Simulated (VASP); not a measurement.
A run of VASP 6.6.1 is set up as follows.

The input INCAR:

```
  PREC = Accurate
  ENCUT = 500
  EDIFF = 1E-6
  ISMEAR = 0
  SIGMA = 0.01
  LREAL = False
  LASPH = True
  NELM = 120
  ALGO = Normal
  ISIF = 2
  LWAVE = False
  LCHARG = True
  GGA = PS
  LELF = True
  LVHAR = True
  NBANDS = 8
  GGA_COMPAT = False
```

Contents of KPOINTS:

```
Automatic mesh
0
Gamma
  10 10 10
```

The input POSCAR:

```
H
1.0
   -1.7638047485      1.7528902574      2.1828982220
    1.7528902574     -1.7638047485      2.1828982220
    1.7550349355      1.7550349355     -2.1916680350
H
2
Direct
    0.9130381279      0.9130381279      0.0000000000
    0.0869618721      0.0869618721      0.0000000000
```

Potentials or basis: VASP PAW PBE potentials, release 64 (H).

Command:

```bash
$ cat potpaw_PBE.64/H/POTCAR > POTCAR
$ mpirun -np 1 vasp_std > vasp.out
```

What does it give for the pressure?

-0.2 GPa.

Estimate the band gap on the k mesh.

8.84 eV (least direct gap 9.50 eV).

Predict the largest force.

0.006 eV/Å.

Forces on the atoms (eV/Å):
```
H    0.000  0.000 -0.006
H    0.000  0.000  0.006
```

Caveat: the cell differs from its parent crystal (equal xy, yz and zx engineering shears of -0.5 %); this functional lacks dispersion, which holds the molecules together, so the pressure and a relaxed volume are unreliable; the PAW data sets were made with another functional, which shifts forces and pressure a little. A k mesh can miss the band edges.
